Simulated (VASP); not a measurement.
Wanted: the native input for a VASP 6.6.1 run.

* Task: single point
* Functional: r2SCAN
* Potentials or basis: VASP PAW PBE potentials, release 64 (Si, C)
* Cutoff: 520 eV
* k mesh: 8 × 8 × 3
* Occupations: gaussian, width 0.05 eV
* Spin: no spin polarisation
* Dipole correction: no
* Further INCAR settings: ALGO = Normal; EDIFF = 1e-06; NBANDS = 26

SiC:

```
Si C
1.0
    -3.07600    0.00000    0.00000
    -1.53800   -2.66389    0.00000
    -0.76915   -0.44407   10.09600
Si C
4 4
Direct
  0.22435 0.22435 0.65375
  0.30770 0.30770 0.15375
  0.51601 0.51601 0.90375
  0.59936 0.59936 0.40375
  0.19226 0.19226 0.84625
  0.27561 0.27561 0.34625
  0.65062 0.65062 0.09625
  0.56727 0.56727 0.59625
```

The input as run:

POSCAR

```
SiC
1.0
   -3.0759982064      0.0000000000      0.0000000000
   -1.5379991032     -2.6638925888      0.0000000000
   -0.7691533515     -0.4440708945     10.0960000000
Si C
4 4
Direct
    0.2243532083      0.2243532083      0.6537500000
    0.3077032083      0.3077032083      0.1537500000
    0.5160115417      0.5160115417      0.9037500000
    0.5993615417      0.5993615417      0.4037500000
    0.1922634583      0.1922634583      0.8462500000
    0.2756134583      0.2756134583      0.3462500000
    0.6506217917      0.6506217917      0.0962500000
    0.5672717917      0.5672717917      0.5962500000
```

INCAR.step1

```
SYSTEM = SiC
ALGO = Normal ; EDIFF = 1E-4
ENCUT = 520 ; GGA = PE
ISMEAR = 0 ; LASPH = .TRUE.
LCHARG = .FALSE. ; LREAL = .FALSE.
LWAVE = .TRUE. ; NBANDS = 26
NELM = 100 ; PREC = Accurate
SIGMA = 0.05
```

INCAR.step2

```
SYSTEM = SiC
ALGO = Normal ; EDIFF = 1E-6
ENCUT = 520 ; ISIF = 2
ISMEAR = 0 ; ISTART = 1
LASPH = .TRUE. ; LCHARG = .FALSE.
LMIXTAU = .TRUE. ; LREAL = .FALSE.
LWAVE = .FALSE. ; METAGGA = R2SCAN
NBANDS = 26 ; NELM = 100
PREC = Accurate ; SIGMA = 0.05
```

KPOINTS

```
k-points
0
G
  8 8 3
  0 0 0
```

Potentials or basis: VASP PAW PBE potentials, release 64 (Si, C).

Launch:

```sh
$ cat potpaw_PBE.64/Si/POTCAR potpaw_PBE.64/C/POTCAR > POTCAR
$ cp INCAR.step1 INCAR
$ mpirun -np 1 vasp_std > vasp.out
$ cp INCAR.step2 INCAR
$ mpirun -np 1 vasp_std > vasp.out
```

Results of the run:

```
Pressure               : -0.7 GPa
Largest force          : 2.251 eV/Å
Band gap on the k mesh : 1.36 eV, indirect (least direct gap 2.87 eV)
```

Caveat: the PAW data sets were made with another functional, which shifts forces and pressure a little.

Wall time 4 min on 1 thread of Intel Xeon 6975P-C, on a shared host, peak memory 0.26 GiB.
